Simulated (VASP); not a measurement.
HfAl5N6, 12 atoms in the cell. The structure is trigonal, space group P-3m1 (No. 164). Conventional cell: a = 2.931 Å, b = 2.931 Å, c = 14.592 Å, α = 90.00°, β = 90.00°, γ = 120.00°. Within 3.2 Å of Hf (site symmetry -3m) lie 6 N at 2.25 Å and 6 Hf at 2.93 Å and 6 Al at 3.10 Å. Within 2.7 Å of Al (site symmetry 3m) lie 6 N at 2.06 Å. Within 2.7 Å of Al (site symmetry 3m) lie 6 N at 2.03 to 2.06 Å. Al (site symmetry -3m) has 6 N at 2.06 Å within 2.7 Å. N (site symmetry 3m) has 6 Al at 2.06 Å within 2.7 Å. N (site symmetry 3m) has 3 Al at 2.03 Å and 3 Hf at 2.25 Å within 2.7 Å. Within 2.7 Å of N (site symmetry 3m) lie 6 Al at 2.06 Å. 

| Quantity | Value |
| --- | --- |
| Program | VASP 6.6.1 |
| Task | single point |
| Functional | PBE |
| Potentials or basis | VASP PAW PBE potentials, release 64 (Hf_pv, Al, N) |
| Cutoff | 600 eV |
| k mesh | 6 × 6 × 1 |
| Occupations | gaussian, width 0.1 eV |
| Spin | no spin polarisation |
| Dipole correction | no |
| Further INCAR settings | ALGO = Normal; EDIFF = 1e-06; NBANDS = 40 |

Potentials or basis: VASP PAW PBE potentials, release 64 (Hf_pv, Al, N).

Launch:

```bash
$ cat potpaw_PBE.64/Hf_pv/POTCAR potpaw_PBE.64/Al/POTCAR potpaw_PBE.64/N/POTCAR > POTCAR
$ mpirun -np 1 vasp_std > vasp.out
```

Hardware: 1 thread of Intel(R) Xeon(R) Platinum 8488C (Sapphire Rapids), on a shared host.

Task: How long does it take, and how much memory?

Result: It took 47 s on 1 thread of Intel(R) Xeon(R) Platinum 8488C (Sapphire Rapids), on a shared host, peak memory 0.25 GiB. Counts: scf iterations 15, k points 7.
